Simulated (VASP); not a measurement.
# NaCl (P6_3/mmc) in VASP: single point with r2SCAN

Aim: the single point of NaCl with r2SCAN.

Program: VASP 6.6.1. These are calculated values, not measurements. Logs are shortened: lines on timing, memory, paths and dates and some standing lists are left out, and cuts for length are marked.

**1. The cell of the first run**

It takes space group P6_3/mmc (No. 194, hexagonal). Conventional cell: a = 4.721 Å, b = 4.721 Å, c = 5.570 Å, α = 90.00°, β = 90.00°, γ = 120.00°. Na (site symmetry -6m2) has 5 Cl at 2.73 to 2.78 Å within 3.6 Å. Cl (site symmetry -6m2) has 5 Na at 2.73 to 2.78 Å within 3.6 Å.

**2. Single point, r2SCAN**

Contents of POSCAR:

```
NaCl
1.0
    4.7210546073      0.0000000000      0.0000000000
   -2.3605273036      4.0885532225      0.0000000000
    0.0000000000      0.0000000000      5.5697662759
Na Cl
2 2
Direct
    0.3333333333      0.6666666667      0.2500000000
    0.6666666667      0.3333333333      0.7500000000
    0.6666666667      0.3333333333      0.2500000000
    0.3333333333      0.6666666667      0.7500000000
```

Contents of INCAR.step1:

```
SYSTEM = NaCl
ALGO = Normal
EDIFF = 1E-4
ENCUT = 520
GGA = PE
ISMEAR = 0
LASPH = .True.
LCHARG = .False.
LREAL = .False.
LWAVE = .True.
NBANDS = 22
NELM = 100
PREC = Accurate
SIGMA = 0.01
```

Contents of INCAR.step2:

```
SYSTEM = NaCl
ALGO = Normal
EDIFF = 1E-6
ENCUT = 520
ISIF = 2
ISMEAR = 0
ISTART = 1
LASPH = .True.
LCHARG = .False.
LMIXTAU = .True.
LREAL = .False.
LWAVE = .False.
METAGGA = R2SCAN
NBANDS = 22
NELM = 100
PREC = Accurate
SIGMA = 0.01
```

Contents of KPOINTS:

```
k-points
0
Gamma
  6 6 2
  0 0 0
```

Potentials or basis: VASP PAW PBE potentials, release 64 (Na_pv, Cl).

Started as:

```console
$ cat potpaw_PBE.64/Na_pv/POTCAR potpaw_PBE.64/Cl/POTCAR > POTCAR
$ cp INCAR.step1 INCAR
$ mpirun -np 1 vasp_std > vasp.out
$ cp INCAR.step2 INCAR
$ mpirun -np 1 vasp_std > vasp.out
```

OUTCAR:

```text
SYSTEM = NaCl
   EDIFF = 1E-6
   ENCUT = 520
   ISIF = 2
   ISMEAR = 0
   ISTART = 1
   LASPH = .True.
   LREAL = .False.
   METAGGA = R2SCAN
   NELM = 100
   PREC = Accurate

 ion  position               nearest neighbor table
   1  0.333  0.667  0.250-   3 2.73   3 2.73   3 2.73
   2  0.667  0.333  0.750-   4 2.73   4 2.73   4 2.73
   3  0.667  0.333  0.250-   1 2.73   1 2.73   1 2.73
   4  0.333  0.667  0.750-   2 2.73   2 2.73   2 2.73

  LATTYP: Found a hexagonal cell.
 ALAT       =     4.7210546073
 C/A-ratio  =     1.1797716271

  Lattice vectors:

 A1 = (   4.7210546073,   0.0000000000,   0.0000000000)
 A2 = (  -2.3605273036,   4.0885532225,   0.0000000000)
 A3 = (   0.0000000000,   0.0000000000,   5.5697662759)

Analysis of symmetry for initial positions (statically):
=====================================================================
 Subroutine PRICEL returns:
 Original cell was already a primitive cell.

 Routine SETGRP: Setting up the symmetry group for a
 hexagonal supercell.

 Subroutine GETGRP returns: Found 24 space group operations
 (whereof 12 operations were pure point group operations)
 out of a pool of 24 trial point group operations.

The static configuration has the point symmetry D_3d.
 The point group associated with its full space group is D_6h.

Analysis of symmetry for dynamics (positions and initial velocities):
=====================================================================
 Subroutine PRICEL returns:
 Original cell was already a primitive cell.

 Routine SETGRP: Setting up the symmetry group for a
 hexagonal supercell.

 Subroutine GETGRP returns: Found 24 space group operations
 (whereof 12 operations were pure point group operations)
 out of a pool of 24 trial point group operations.

The dynamic configuration has the point symmetry D_3d.
 The point group associated with its full space group is D_6h.

 Subroutine INISYM returns: Found 24 space group operations
 (whereof 12 operations are pure point group operations),
 and found     1 'primitive' translations

----------------------------------------------------------------------------------------

                                     Primitive cell

  volume of cell :     107.5092

  direct lattice vectors                    reciprocal lattice vectors
     4.721054607  0.000000000  0.000000000     0.211817080  0.122292648  0.000000000
    -2.360527304  4.088553222  0.000000000     0.000000000  0.244585296  0.000000000
     0.000000000  0.000000000  5.569766276     0.000000000  0.000000000  0.179540747

  length of vectors
     4.721054607  4.721054607  5.569766276     0.244585296  0.244585296  0.179540747

  position of ions in fractional coordinates (direct lattice)
     0.333333333  0.666666667  0.250000000
     0.666666667  0.333333333  0.750000000
     0.666666667  0.333333333  0.250000000
     0.333333333  0.666666667  0.750000000

  ion indices of the primitive-cell ions
   primitive index   ion index
                 1           1
                 2           2
                 3           3
                 4           4

----------------------------------------------------------------------------------------

 KPOINTS: k-points

Automatic generation of k-mesh.
 Grid dimensions read from file:
 generate k-points for:    6    6    2

 Generating k-lattice:

  Cartesian coordinates                     Fractional coordinates (reciprocal lattice)
     0.035302847  0.020382108  0.000000000     0.166666667  0.000000000  0.000000000
     0.000000000  0.040764216  0.000000000     0.000000000  0.166666667  0.000000000
     0.000000000  0.000000000  0.089770374     0.000000000  0.000000000  0.500000000

  Length of vectors
     0.040764216  0.040764216  0.089770374

  Shift w.r.t. Gamma in fractional coordinates (k-lattice)
     0.000000000  0.000000000  0.000000000

 Subroutine IBZKPT returns following result:
 ===========================================

 Found     14 irreducible k-points:

 Following reciprocal coordinates:
            Coordinates               Weight
  0.000000  0.000000  0.000000      1.000000
  0.166667  0.000000  0.000000      6.000000
  0.333333  0.000000  0.000000      6.000000
  0.500000  0.000000  0.000000      3.000000
  0.166667  0.166667  0.000000      6.000000
  0.333333  0.166667  0.000000     12.000000
  0.333333  0.333333  0.000000      2.000000
  0.000000  0.000000  0.500000      1.000000
  0.166667  0.000000  0.500000      6.000000
  0.333333  0.000000  0.500000      6.000000
  0.500000  0.000000  0.500000      3.000000
  0.166667  0.166667  0.500000      6.000000
  0.333333  0.166667  0.500000     12.000000
  0.333333  0.333333  0.500000      2.000000
   k-points           NKPTS =     14   k-points in BZ     NKDIM =     14   number of bands    NBANDS=     22
   number of dos      NEDOS =    301   number of ions     NIONS =      4
   total plane-waves  NPLWV =  54432
   dimension x,y,z NGX =    36 NGY =   36 NGZ =   42
   dimension x,y,z NGXF=    72 NGYF=   72 NGZF=   84
   ions per type =               2   2
   NGX,Y,Z   is equivalent  to a cutoff of  12.68, 12.68, 12.54 a.u.
   NGXF,Y,Z  is equivalent  to a cutoff of  25.35, 25.35, 25.07 a.u.
 SYSTEM =  NaCl
   PREC   = accura    normal or accurate (medium, high low for compatibility)
   ISTART =      1    job   : 0-new  1-cont  2-samecut
   ICHARG =      0    charge: 1-file 2-atom 10-const
   ISPIN  =      1    spin polarized calculation?
   LNONCOLLINEAR =      F non collinear calculations
   LSORBIT =      F    spin-orbit coupling
   LASPH  =      T    aspherical Exc in radial PAW
   ENCUT  =  520.0 eV  38.22 Ry    6.18 a.u.   8.78  8.78 10.36*2*pi/ulx,y,z
   NELM   =    100;   NELMIN=  2; NELMDL=  0     # of ELM steps
   EDIFF  = 0.1E-05   stopping-criterion for ELM
   LREAL  =      F    real-space projection
   EDIFFG = 0.1E-04   stopping-criterion for IOM
   NSW    =      0    number of steps for IOM
   IBRION =     -1    ionic relax: 0-MD 1-quasi-New 2-CG
   NFREE  =      0    steps in history (QN), initial steepest desc. (CG)
   ISIF   =      2    stress and relaxation
   ISYM   =      2    0-nonsym 1-usesym 2-fastsym
   POTIM  = 0.5000    time-step for ionic-motion
   TEBEG  =    0.0;   TEEND  =   0.0 temperature during run
   PSTRESS=    0.0 pullay stress
   NELECT =      28.0000    total number of electrons
   NUPDOWN=      -1.0000    fix difference up-down
   EMIN   =  10.00;   EMAX   =-10.00  energy-range for DOS
   EFERMI =   0.00;   METHOD = LEGACY
   ISMEAR =     0;   SIGMA  =   0.01  broadening in eV -4-tet -1-fermi 0-gaus
   EFERMI_NEDOS =   21; number of points for ismear=-14 and -15
   IALGO  =     38    algorithm
   IMIX   =      4    mixing-type and parameters
     AMIX     =   0.40;   BMIX     =  1.00
     AMIX_MAG =   1.60;   BMIX_MAG =  1.00
  volume/ion in A,a.u.               =      26.88       181.38
  Fermi-wavevector in a.u.,A,eV,Ry     =   1.045472  1.975655 14.871319  1.093011
  Thomas-Fermi vector in A             =   2.180269
   LORBIT       =      0    0 simple, 1 ext, 2 COOP (PROOUT), +10 PAW based schemes
   METAGGA = R2SCAN    functional components
   LHFCALC =     F    Hartree Fock is set to
   AEXX    =    0.0000 exact exchange contribution
   IVDW    =     0    specifies the selected vdW correction
   LEPSILON=     F    determine dielectric tensor
   LRPA    =     F    only Hartree local field effects (RPA)
 non-spin polarized calculation
 Gauss-broadening in eV      SIGMA  =   0.01
  energy-cutoff  :      520.00
  volume of cell :      107.51
 maximum number of plane-waves:      2955
 NGX is ok and might be reduce to    36
   NGX = 17   NGY = 17   NGZ = 21

 number of electron      28.0000020 magnetization

 Free energy of the ion-electron system (eV)
  ---------------------------------------------------
  ext. energy  EPLUGINS =         0.00000000
  ---------------------------------------------------
  free energy    TOTEN  =       -27.33939310 eV

  energy without entropy =      -27.33939310  energy(sigma->0) =      -27.33939310

 E-fermi :  -2.0322     XC(G=0):  -7.6499

 val. band max:       -2.1064613450   @ k =   0.0000   0.0000   0.0000
 cond. band min:       3.3666419287   @ k =   0.0000   0.0000   0.0000
 fundamental gap:      5.4731032738
 Fermi energy:        -2.0321990332

 k-point     1 :       0.0000    0.0000    0.0000
  band No.  band energies     occupation
      1     -23.6808      2.00000
      2     -23.6805      2.00000
      3     -23.6804      2.00000
      4     -23.6734      2.00000
      5     -23.6731      2.00000
      6     -23.6613      2.00000
[... 14 lines left out ...]
     21       9.5037      0.00000
     22       9.9700      0.00000

 k-point     2 :       0.1667    0.0000    0.0000
  band No.  band energies     occupation
      1     -23.6820      2.00000
      2     -23.6812      2.00000
      3     -23.6792      2.00000
      4     -23.6752      2.00000
      5     -23.6732      2.00000
      6     -23.6624      2.00000
[... 14 lines left out ...]
     21       9.4640      0.00000
     22       9.6606      0.00000

 k-point     3 :       0.3333    0.0000    0.0000
  band No.  band energies     occupation
      1     -23.6849      2.00000
      2     -23.6823      2.00000
      3     -23.6794      2.00000
      4     -23.6761      2.00000
      5     -23.6732      2.00000
      6     -23.6651      2.00000
[... 14 lines left out ...]
     21       9.7611      0.00000
     22      10.1212      0.00000
[... 226 lines left out ...]
 k-point    13 :       0.3333    0.1667    0.5000
  band No.  band energies     occupation
      1     -23.6913      2.00000
      2     -23.6913      2.00000
      3     -23.6784      2.00000
      4     -23.6784      2.00000
      5     -23.6653      2.00000
      6     -23.6653      2.00000
[... 14 lines left out ...]
     21      10.1074      0.00000
     22      10.1074      0.00000

 k-point    14 :       0.3333    0.3333    0.5000
  band No.  band energies     occupation
      1     -23.6922      2.00000
      2     -23.6922      2.00000
      3     -23.6790      2.00000
      4     -23.6790      2.00000
      5     -23.6648      2.00000
      6     -23.6648      2.00000
[... 14 lines left out ...]
     21      10.6600      0.00000
     22      10.6600      0.00000

------------------------ aborting loop because EDIFF is reached ----------------------------------------

  FORCE on cell =-STRESS in cart. coord.  units (eV):
  Direction    XX          YY          ZZ          XY          YZ          ZX
  --------------------------------------------------------------------------------------
  -------------------------------------------------------------------------------------
  Total       -0.1107630     -0.1107630     -0.1318884     -0.0000000     -0.0000000      0.0000000
  in kB       -1.6506680     -1.6506680     -1.9654928     -0.0000000     -0.0000000      0.0000000
  external PRESSURE =      -1.7556096 kB  Pullay stress =       0.0000000 kB

 VOLUME and BASIS-vectors are now :
 -----------------------------------------------------------------------------
  energy-cutoff  :      520.00
  volume of cell :      107.51
      direct lattice vectors                 reciprocal lattice vectors
     4.721054607  0.000000000  0.000000000     0.211817080  0.122292648  0.000000000
    -2.360527304  4.088553222  0.000000000     0.000000000  0.244585296  0.000000000
     0.000000000  0.000000000  5.569766276     0.000000000  0.000000000  0.179540747

 POSITION                                       TOTAL-FORCE (eV/Angst)
 -----------------------------------------------------------------------------------
     -0.00000      2.72570      1.39244        -0.000000      0.000000      0.000000
      2.36053      1.36285      4.17732         0.000000      0.000000      0.000000
      2.36053      1.36285      1.39244        -0.000000     -0.000000      0.000000
     -0.00000      2.72570      4.17732        -0.000000      0.000000      0.000000
 -----------------------------------------------------------------------------------
    total drift:                               -0.000000      0.000000     -0.000000

  FREE ENERGIE OF THE ION-ELECTRON SYSTEM (eV)
  ---------------------------------------------------
  free  energy   TOTEN  =       -27.3393930974 eV

  energy  without entropy=      -27.3393930974  energy(sigma->0) =      -27.33939310
```

Run time: 2 min. Hardware: 1 thread of Intel Xeon 6975P-C, shared host; peak memory 0.23 GiB.

Results:

| Quantity | Value |
| --- | --- |
| Free energy | -27.3394 eV |
| Pressure | -0.2 GPa |
| Band gap on the k mesh | 5.47 eV, direct |

Caveat: the k points lie up to 0.56 Å⁻¹ apart; the PAW data sets were made with another functional, which shifts forces and pressure a little. r2SCAN opens gaps a little over a GGA but as a rule still falls short of measured ones.
